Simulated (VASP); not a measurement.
# Sr (Fm-3m) in VASP: notebook

The runs below take Sr through single point, with PBE.

Program: VASP 6.6.1. These are calculated values, not measurements. Logs are shortened: lines on timing, memory, paths and dates and some standing lists are left out, and cuts for length are marked.

## 1. The cell of the first run

The structure is cubic, space group Fm-3m (No. 225). The conventional cell has a = 6.026 Å, b = 6.026 Å, c = 6.026 Å, α = 90.00°, β = 90.00°, γ = 90.00°. Within 5.6 Å of Sr (site symmetry m-3m) lie 12 Sr at 4.26 Å.

## 2. Single point, PBE

Contents of INCAR:

```
  PREC = Accurate
  ENCUT = 520
  EDIFF = 1E-6
  ISMEAR = 0
  SIGMA = 0.1
  LREAL = F
  LASPH = T
  NELM = 80
  ALGO = Normal
  ISIF = 2
  LWAVE = F
  LCHARG = F
  GGA = PE
  NBANDS = 11
```

Contents of KPOINTS:

```
Automatic mesh
0
Gamma
  12 12 12
```

Contents of POSCAR:

```
Sr
1.0
    0.0000000000      3.0128201084      3.0128201084
    3.0128201084      0.0000000000      3.0128201084
    3.0128201084      3.0128201084      0.0000000000
Sr
1
Direct
    0.0000000000      0.0000000000      0.0000000000
```

Potentials or basis: VASP PAW PBE potentials, release 64 (Sr_sv).

Started as:

```
cat potpaw_PBE.64/Sr_sv/POTCAR > POTCAR
mpirun -np 1 vasp_std > vasp.out
```

OUTCAR:

```text
PREC = Accurate
   ENCUT = 520
   EDIFF = 1E-6
   ISMEAR = 0
   LREAL = F
   LASPH = T
   NELM = 80
   ISIF = 2
   GGA = PE

 ion  position               nearest neighbor table
   1  0.000  0.000  0.000-

  LATTYP: Found a face centered cubic cell.
 ALAT       =     6.0256402168

  Lattice vectors:

 A1 = (   0.0000000000,   3.0128201084,   3.0128201084)
 A2 = (   3.0128201084,   0.0000000000,   3.0128201084)
 A3 = (   3.0128201084,   3.0128201084,   0.0000000000)

Analysis of symmetry for initial positions (statically):
=====================================================================
 Subroutine PRICEL returns:
 Original cell was already a primitive cell.

 Routine SETGRP: Setting up the symmetry group for a
 face centered cubic supercell.

 Subroutine GETGRP returns: Found 48 space group operations
 (whereof 48 operations were pure point group operations)
 out of a pool of 48 trial point group operations.

The static configuration has the point symmetry O_h .

Analysis of symmetry for dynamics (positions and initial velocities):
=====================================================================
 Subroutine PRICEL returns:
 Original cell was already a primitive cell.

 Routine SETGRP: Setting up the symmetry group for a
 face centered cubic supercell.

 Subroutine GETGRP returns: Found 48 space group operations
 (whereof 48 operations were pure point group operations)
 out of a pool of 48 trial point group operations.

The dynamic configuration has the point symmetry O_h .

 Subroutine INISYM returns: Found 48 space group operations
 (whereof 48 operations are pure point group operations),
 and found     1 'primitive' translations

----------------------------------------------------------------------------------------

                                     Primitive cell

  volume of cell :      54.6952

  direct lattice vectors                    reciprocal lattice vectors
     0.000000000  3.012820108  3.012820108    -0.165957469  0.165957469  0.165957469
     3.012820108  0.000000000  3.012820108     0.165957469 -0.165957469  0.165957469
     3.012820108  3.012820108  0.000000000     0.165957469  0.165957469 -0.165957469

  length of vectors
     4.260771058  4.260771058  4.260771058     0.287446768  0.287446768  0.287446768

  position of ions in fractional coordinates (direct lattice)
     0.000000000  0.000000000  0.000000000

  ion indices of the primitive-cell ions
   primitive index   ion index
[... 73 lines left out ...]
   EDIFF  = 0.1E-05   stopping-criterion for ELM
   LREAL  =      F    real-space projection
   EDIFFG = 0.1E-04   stopping-criterion for IOM
   NSW    =      0    number of steps for IOM
   IBRION =     -1    ionic relax: 0-MD 1-quasi-New 2-CG
   NFREE  =      0    steps in history (QN), initial steepest desc. (CG)
   ISIF   =      2    stress and relaxation
   ISYM   =      2    0-nonsym 1-usesym 2-fastsym
   POTIM  = 0.5000    time-step for ionic-motion
   TEBEG  =    0.0;   TEEND  =   0.0 temperature during run
   PSTRESS=    0.0 pullay stress
   NELECT =      10.0000    total number of electrons
   NUPDOWN=      -1.0000    fix difference up-down
   EMIN   =  10.00;   EMAX   =-10.00  energy-range for DOS
   EFERMI =   0.00;   METHOD = LEGACY
   ISMEAR =     0;   SIGMA  =   0.10  broadening in eV -4-tet -1-fermi 0-gaus
   EFERMI_NEDOS =   21; number of points for ismear=-14 and -15
   IALGO  =     38    algorithm
   IMIX   =      4    mixing-type and parameters
     AMIX     =   0.40;   BMIX     =  1.00
     AMIX_MAG =   1.60;   BMIX_MAG =  1.00
  volume/ion in A,a.u.               =      54.70       369.10
  Fermi-wavevector in a.u.,A,eV,Ry     =   0.929162  1.755862 11.746492  0.863343
  Thomas-Fermi vector in A             =   2.055416
   LORBIT       =      0    0 simple, 1 ext, 2 COOP (PROOUT), +10 PAW based schemes
   GGA     = PE    functional components
   LHFCALC =     F    Hartree Fock is set to
   AEXX    =    0.0000 exact exchange contribution
   IVDW    =     0    specifies the selected vdW correction
   LEPSILON=     F    determine dielectric tensor
   LRPA    =     F    only Hartree local field effects (RPA)
 non-spin polarized calculation
 Gauss-broadening in eV      SIGMA  =   0.10
  energy-cutoff  :      520.00
  volume of cell :       54.70
 maximum number of plane-waves:      1488
   NGX = 15   NGY = 15   NGZ = 15

 number of electron      10.0000000 magnetization

 Free energy of the ion-electron system (eV)
  ---------------------------------------------------
  ext. energy  EPLUGINS =         0.00000000
  ---------------------------------------------------
  free energy    TOTEN  =        -1.64012429 eV

  energy without entropy =       -1.63270500  energy(sigma->0) =       -1.63641464

 E-fermi :   1.6020     XC(G=0):  -7.3663

 val. band max:        1.5941905931   @ k =  -0.3333   0.3333   0.1667
 cond. band min:       1.6113166472   @ k =  -0.4167   0.2500   0.0000
 fundamental gap:      0.0171260541
 Fermi energy:         1.6020318061

 k-point     1 :       0.0000    0.0000    0.0000
  band No.  band energies     occupation
      1     -35.0052      2.00000
      2     -16.8921      2.00000
      3     -16.8921      2.00000
      4     -16.8921      2.00000
      5      -2.0510      2.00000
      6       3.9523      0.00000
      7       3.9523      0.00000
      8       3.9523      0.00000
      9       5.4268      0.00000
     10       5.4268      0.00000
     11       8.7238      0.00000
[... 309 lines left out ...]
 k-point    24 :      -0.4167    0.1667    0.0000
  band No.  band energies     occupation
      1     -34.9895      2.00000
      2     -17.0728      2.00000
      3     -16.9554      2.00000
      4     -16.9268      2.00000
      5       0.8341      2.00000
      6       1.6952      0.18783
      7       3.1981      0.00000
      8       4.1176      0.00000
      9       6.1710      0.00000
     10       6.4373      0.00000
     11       7.1182      0.00000

 [... further k-points ...]
[... 5 lines left out ...]
  --------------------------------------------------------------------------------------
  -------------------------------------------------------------------------------------
  Total        0.0054874      0.0054874      0.0054874      0.0000000     -0.0000000      0.0000000
  in kB        0.1607406      0.1607406      0.1607406      0.0000000     -0.0000000      0.0000000
  external PRESSURE =       0.1607406 kB  Pullay stress =       0.0000000 kB

 VOLUME and BASIS-vectors are now :
 -----------------------------------------------------------------------------
  energy-cutoff  :      520.00
  volume of cell :       54.70
      direct lattice vectors                 reciprocal lattice vectors
     0.000000000  3.012820108  3.012820108    -0.165957469  0.165957469  0.165957469
     3.012820108  0.000000000  3.012820108     0.165957469 -0.165957469  0.165957469
     3.012820108  3.012820108  0.000000000     0.165957469  0.165957469 -0.165957469

 POSITION                                       TOTAL-FORCE (eV/Angst)
 -----------------------------------------------------------------------------------
      0.00000      0.00000      0.00000         0.000000     -0.000000     -0.000000
 -----------------------------------------------------------------------------------
    total drift:                                0.000000      0.000000      0.000000

  FREE ENERGIE OF THE ION-ELECTRON SYSTEM (eV)
  ---------------------------------------------------
  free  energy   TOTEN  =        -1.6401242903 eV

  energy  without entropy=       -1.6327049965  energy(sigma->0) =       -1.63641464
```

OSZICAR:

```text
N       E                     dE             d eps       ncg     rms          rms(c)
DAV:   1     0.364585038394E+02    0.36459E+02   -0.47725E+03  1592   0.782E+02
DAV:   2     0.104710852486E+00   -0.36354E+02   -0.35790E+02  1847   0.152E+02
DAV:   3    -0.157444972853E+01   -0.16792E+01   -0.16609E+01  2344   0.243E+01
DAV:   4    -0.163719024445E+01   -0.62741E-01   -0.62696E-01  2080   0.452E+00
DAV:   5    -0.163876172632E+01   -0.15715E-02   -0.15714E-02  2238   0.519E-01    0.112E+01
DAV:   6    -0.163957305877E+01   -0.81133E-03   -0.65555E-03  1912   0.919E-01    0.632E+00
DAV:   7    -0.164011467548E+01   -0.54162E-03   -0.11347E-02  1720   0.120E+00    0.282E-01
DAV:   8    -0.164009536981E+01    0.19306E-04   -0.13035E-03  2460   0.213E-01    0.676E-02
DAV:   9    -0.164011435572E+01   -0.18986E-04   -0.16138E-05  1919   0.332E-02    0.280E-02
DAV:  10    -0.164012489614E+01   -0.10540E-04   -0.45815E-06  1875   0.188E-02    0.422E-03
DAV:  11    -0.164012429030E+01    0.60584E-06   -0.28000E-07  1131   0.455E-03
   1 F= -.16401243E+01 E0= -.16364146E+01  d E =-.741929E-02
```

stdout:

```text
POSCAR found type information on POSCAR Sr
 POSCAR found :  1 types and       1 ions
 scaLAPACK will be used
 LDA part: xc-table for (Slater+PW92), standard interpolation
 POSCAR, INCAR and KPOINTS ok, starting setup
 FFT: planning ... GRIDC
 FFT: planning ... GRID_SOFT
 FFT: planning ... GRID
 WAVECAR not read
 entering main loop
```

Run time: 9.7 s. Hardware: 1 thread of Intel Xeon 6975P-C (Granite Rapids), shared host; peak memory 0.19 GiB.

What came out:

```yaml
Free_energy: -1.6401 eV
Pressure: 0.0 GPa
Band_gap_on_the_k_mesh: zero (band 5 reaches 1.66 eV, above the bottom of band 6 at 1.61 eV)
```

Levels at points of the mesh, in eV from the Fermi level:
| k point | band 2 | band 3 | band 4 | band 5 | band 6 | band 7 | band 8 | band 9 |
| --- | --- | --- | --- | --- | --- | --- | --- | --- |
| (0.00, 0.00, 0.00) | -18.49 | -18.49 | -18.49 | -3.65 | 2.35 | 2.35 | 2.35 | 3.82 |
| (0.50, 0.00, 0.00) | -18.69 | -18.52 | -18.52 | -1.12 | 0.07 | 2.19 | 2.19 | 4.87 |
| (0.50, 0.50, 0.00) | -18.68 | -18.57 | -18.57 | -0.65 | 0.34 | 1.07 | 4.88 | 5.18 |

## 3. Single point, PBE (volume scaled by 1.03)

Contents of INCAR:

```
PREC = Accurate ; ENCUT = 520
EDIFF = 1E-7 ; ISMEAR = 0
SIGMA = 0.1 ; LREAL = False
LASPH = True ; NELM = 80
ALGO = Normal ; ISIF = 2
LWAVE = False ; LCHARG = False
GGA = PE ; NBANDS = 11
```

Contents of KPOINTS:

```
regular mesh
0
Gamma
  12 12 12
```

Contents of POSCAR:

```
Sr
1.0
    0.0000000000      3.0426519506      3.0426519506
    3.0426519506      0.0000000000      3.0426519506
    3.0426519506      3.0426519506      0.0000000000
Sr
1
Direct
    0.0000000000      0.0000000000      0.0000000000
```

Potentials or basis: VASP PAW PBE potentials, release 64 (Sr_sv).

Started as:

```
cat potpaw_PBE.64/Sr_sv/POTCAR > POTCAR
mpirun -np 1 vasp_std > vasp.out
```

It took 12 s on 1 thread of Intel Xeon 6975P-C (Granite Rapids), shared host; peak memory 0.19 GiB.

It converged, with:

```yaml
Free_energy: -1.6386 eV
Pressure: -0.3 GPa
Band_gap_on_the_k_mesh: zero (band 5 reaches 1.58 eV, above the bottom of band 6 at 1.50 eV)
```

Levels at points of the mesh, in eV from the Fermi level:
```csv
k point,band 1,band 2,band 3,band 4,band 5,band 6,band 7,band 8,band 9,band 10
"(0.00, 0.00, 0.00)",-36.66,-18.55,-18.55,-18.55,-3.60,2.32,2.32,2.32,3.75,3.75
"(0.50, 0.00, 0.00)",-36.65,-18.73,-18.58,-18.58,-1.10,0.04,2.17,2.17,4.76,4.76
"(0.50, 0.50, 0.00)",-36.64,-18.72,-18.62,-18.62,-0.61,0.37,1.01,4.77,5.06,5.06
```

## 4. Single point, PBE (volume scaled by 1.06)

Contents of INCAR:

```
SYSTEM = Sr
ALGO     = Fast           ! electronic algorithm
EDIFF    = 1E-6           ! SCF threshold, eV
ENCUT    = 520            ! plane-wave cutoff, eV
GGA      = PE             ! functional
ISIF     = 2              ! what is computed and relaxed
ISMEAR   = 0              ! smearing method
LASPH    = .True.         ! aspherical terms in the spheres
LCHARG   = .False.        ! write CHGCAR
LREAL    = .False.        ! projectors in reciprocal space
LWAVE    = .False.        ! write WAVECAR
NBANDS   = 11             ! bands
NELM     = 100            ! most SCF steps
PREC     = Accurate       ! precision mode
SIGMA    = 0.1            ! smearing width, eV
```

Contents of KPOINTS:

```
k-points
0
Gamma
  12 12 12
  0 0 0
```

Contents of POSCAR:

```
Sr
1.0
    0.0000000000      3.0719100142      3.0719100142
    3.0719100142      0.0000000000      3.0719100142
    3.0719100142      3.0719100142      0.0000000000
Sr
1
Direct
    0.0000000000      0.0000000000      0.0000000000
```

Started as:

```
cat potpaw_PBE.64/Sr_sv/POTCAR > POTCAR
mpirun -np 1 vasp_std > vasp.out
```

Wall time 14 s (1 thread of Intel Xeon 6975P-C (Granite Rapids), shared host); peak memory 0.19 GiB.

Results (log left out):

```
Free energy            : -1.6340 eV
Pressure               : -0.6 GPa
Band gap on the k mesh : zero (band 5 reaches 1.50 eV, above the bottom of band 6 at 1.40 eV)
```

Levels at points of the mesh, in eV from the Fermi level:
```csv
k point,band 3,band 4,band 5,band 6,band 7,band 8
"(0.00, 0.00, 0.00)",-18.61,-18.61,-3.55,2.29,2.29,2.29
"(0.50, 0.00, 0.00)",-18.63,-18.63,-1.08,0.02,2.15,2.15
"(0.50, 0.50, 0.00)",-18.67,-18.67,-0.58,0.39,0.95,4.66
```

## 5. Single point, PBE (volume scaled by 1.10)

Contents of INCAR:

```
PREC = Accurate
ENCUT = 520
EDIFF = 1E-7
ISMEAR = 0
SIGMA = 0.1
LREAL = False
LASPH = True
NELM = 100
ALGO = Normal
ISIF = 2
LWAVE = False
LCHARG = False
GGA = PE
NBANDS = 11
```

Contents of KPOINTS:

```
regular mesh
0
Gamma
  12 12 12
```

Contents of POSCAR:

```
Sr
1.0
    0.0000000000      3.1100742894      3.1100742894
    3.1100742894      0.0000000000      3.1100742894
    3.1100742894      3.1100742894      0.0000000000
Sr
1
Direct
    0.0000000000      0.0000000000      0.0000000000
```

Started as:

```
cat potpaw_PBE.64/Sr_sv/POTCAR > POTCAR
mpirun -np 1 vasp_std > vasp.out
```

Run time: 21 s. Hardware: 1 thread of Intel Xeon 6975P-C (Granite Rapids), shared host; peak memory 0.21 GiB.

Results (log left out):

```
Free energy            : -1.6237 eV
Pressure               : -0.9 GPa
Band gap on the k mesh : zero (band 5 reaches 1.41 eV, above the bottom of band 6 at 1.26 eV)
```

Levels at points of the mesh, in eV from the Fermi level:
```tsv
k point	band 2	band 3	band 4	band 5	band 6	band 7	band 8	band 9
(0.00, 0.00, 0.00)	-18.68	-18.68	-18.68	-3.49	2.26	2.26	2.26	3.59
(0.50, 0.00, 0.00)	-18.82	-18.70	-18.70	-1.06	-0.01	2.12	2.12	4.52
(0.50, 0.50, 0.00)	-18.82	-18.74	-18.74	-0.54	0.43	0.89	4.53	4.79
```

## 6. The runs side by side

| cell | gap on the mesh (eV) | pressure (GPa) |
| --- | --- | --- |
| a = 4.261 Å, angles 60.0°, 1 atom | none | 0.0 |
| a = 4.303 Å, angles 60.0°, 1 atom | none | -0.3 |
| a = 4.344 Å, angles 60.0°, 1 atom | none | -0.6 |
| a = 4.398 Å, angles 60.0°, 1 atom | none | -0.9 |

Alike in all rows: task single point; level PBE; potentials or basis VASP PAW PBE potentials, release 64 (Sr_sv); no spin polarisation; k mesh 12 × 12 × 12; cutoff (eV) 520; smearing gaussian 0.1 eV.

Total energies depend on the potentials used, so only differences within one code and one set of settings carry meaning.
